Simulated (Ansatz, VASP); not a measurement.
**GaN: VASP beside Ansatz**

```
CELL_PARAMETERS angstrom
3.18280 0.00000 0.00000
-1.59140 2.75639 0.00000
0.00000 0.00000 5.18520
ATOMIC_POSITIONS crystal
Ga 0.66667 0.33333 0.49917
Ga 0.33333 0.66667 0.99917
N 0.66667 0.33333 0.87583
N 0.33333 0.66667 0.37583
```

Alike in both runs: functional PBEsol; k mesh 9 × 9 × 6; occupations gaussian, width 0.02 eV; no spin polarisation.

Ansatz relaxed the structure, and its values are those at the end. VASP's run is a single point on that final structure, the one shown.

```csv
,VASP,Ansatz
version,VASP 6.6.1,Ansatz 0.2.0
potentials or method,"VASP PAW PBE potentials, release 64 (Ga_d, N), cutoff 520 eV","scalar-relativistic, plane waves, PAW"
valence electrons in the cell,36,36
```

|  | VASP | Ansatz | Ansatz less VASP |
| --- | --- | --- | --- |
| gap on the k mesh at the Fermi level (eV) | 1.89 | 1.88 | -0.018 |
| least direct gap on the mesh (eV) | 1.89 | 1.88 | -0.018 |
| pressure (GPa) | -0.2 | 0.0 | +0.14 |

VASP's potentials were made for PBE, not for PBEsol. The functional is the same, so the differences come from potentials, cutoffs and numerics.
